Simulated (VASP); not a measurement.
Write the native input for VASP 6.6.1 that does the following.

- Task: single point
- Functional: LDA
- Potentials or basis: VASP PAW LDA potentials, release 64 (Si)
- Cutoff: 520 eV
- k mesh: 12 × 12 × 12
- Occupations: gaussian, width 0.1 eV
- Spin: no spin polarisation
- Dipole correction: no
- Further INCAR settings: ALGO = Normal; EDIFF = 1e-06; NBANDS = 16

The structure of Si lies in POSCAR:

```
Si
1.0
    1.9466538455      1.1239011216      5.7625313760
   -1.9466538455      1.1239011216      5.7625313760
    0.0000000000     -2.2478022436      5.7625313759
Si
4
Direct
    0.9277547243      0.9277547243      0.9277547243
    0.2239935639      0.2239935639      0.2239935639
    0.7760064361      0.7760064361      0.7760064361
    0.0722452757      0.0722452757      0.0722452757
```

One way to write it, as run:

INCAR

```
SYSTEM = Si
PREC     = Accurate       ! precision mode
ENCUT    = 520            ! plane-wave cutoff, eV
EDIFF    = 1E-6           ! SCF threshold, eV
ISMEAR   = 0              ! smearing method
SIGMA    = 0.1            ! smearing width, eV
LREAL    = .False.        ! projectors in reciprocal space
LASPH    = .True.         ! aspherical terms in the spheres
NELM     = 100            ! most SCF steps
ALGO     = Normal         ! electronic algorithm
ISIF     = 2              ! what is computed and relaxed
LWAVE    = .False.        ! write WAVECAR
LCHARG   = .False.        ! write CHGCAR
NBANDS   = 16             ! bands
```

KPOINTS

```
regular mesh
0
Gamma
  12 12 12
  0 0 0
```

Potentials or basis: VASP PAW LDA potentials, release 64 (Si).

The run is started by

```console
$ cat potpaw_LDA.64/Si/POTCAR > POTCAR
$ mpirun -np 1 vasp_std > vasp.out
```

Results of the run:

```
Pressure               : 0.0 GPa
Band gap on the k mesh : zero (bands 8 and 9 overlap by 2.01 eV)
```

Wall time 5.3 min on 1 thread of Intel Xeon 8259CL, with other jobs on the host, peak memory 0.34 GiB.
